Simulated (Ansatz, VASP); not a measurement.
# AlN in VASP and in Ansatz

The input POSCAR:

```
AlN
1.0
    3.3121160000      0.0000000000      0.0000000000
   -1.6560580000      2.8683760000      0.0000000000
    0.0000000000      0.0000000000      4.1875630000
Al N
2 2
Direct
    0.3333333333      0.6666666667      0.7500000000
    0.6666666667      0.3333333333      0.2500000000
    0.3333333333      0.6666666667      0.2500000000
    0.6666666667      0.3333333333      0.7500000000
```

The input INCAR.step1:

```
ALGO = Normal
EDIFF = 1E-5
ENCUT = 660
GGA = PE
GGA_COMPAT = F
ISMEAR = 0
LASPH = T
LCHARG = F
LREAL = F
LWAVE = T
NBANDS = 16
NELM = 120
PREC = Accurate
SIGMA = 0.02
```

INCAR.step2

```
ALGO = Normal
EDIFF = 1E-6
ENCUT = 660
GGA_COMPAT = F
ISIF = 2
ISMEAR = 0
ISTART = 1
LASPH = T
LCHARG = F
LMIXTAU = T
LREAL = F
LWAVE = F
METAGGA = R2SCAN
NBANDS = 16
NELM = 120
PREC = Accurate
SIGMA = 0.02
```

KPOINTS

```
k-points
0
Gamma
  6 6 4
```

Input for Ansatz:

```yaml
crystal:
  lattice:
    - [3.312116, 0.0, 0.0]
    - [-1.656058, 2.868376, 0.0]
    - [0.0, 0.0, 4.187563]
  atoms:
    - { symbol: Al, position: [0.3333333333333333, 0.6666666666666666, 0.75] }
    - { symbol: Al, position: [0.6666666666666666, 0.3333333333333333, 0.25] }
    - { symbol: "N", position: [0.3333333333333333, 0.6666666666666666, 0.25] }
    - { symbol: "N", position: [0.6666666666666666, 0.3333333333333333, 0.75] }
basis:
  ecutwfc: 510.0
kpoints:
  mp_grid:
    grid: [6, 6, 4]
hamiltonian:
  xc: r2scan
scf:
  convergence:
    dr2_threshold: 1.0e-10
  occupations:
    method: gaussian
    width: 0.02
output:
  eigenvalues: true
```

Alike in both runs: task single point; functional r2SCAN; k mesh 6 × 6 × 4; occupations gaussian, width 0.02 eV; no spin polarisation.

|  | VASP | Ansatz |
| --- | --- | --- |
| version | VASP 6.6.1 | Ansatz 0.2.0 |
| potentials or method | VASP PAW PBE potentials, release 64 (Al, N), cutoff 660 eV | plane waves, PAW |
| valence electrons in the cell | 16 | 16 |

|  | VASP | Ansatz | Ansatz less VASP |
| --- | --- | --- | --- |
| gap on the k mesh at the Fermi level (eV) | 3.86 | 3.83 | -0.032 |

VASP's potentials were made for PBE, not for r2SCAN.
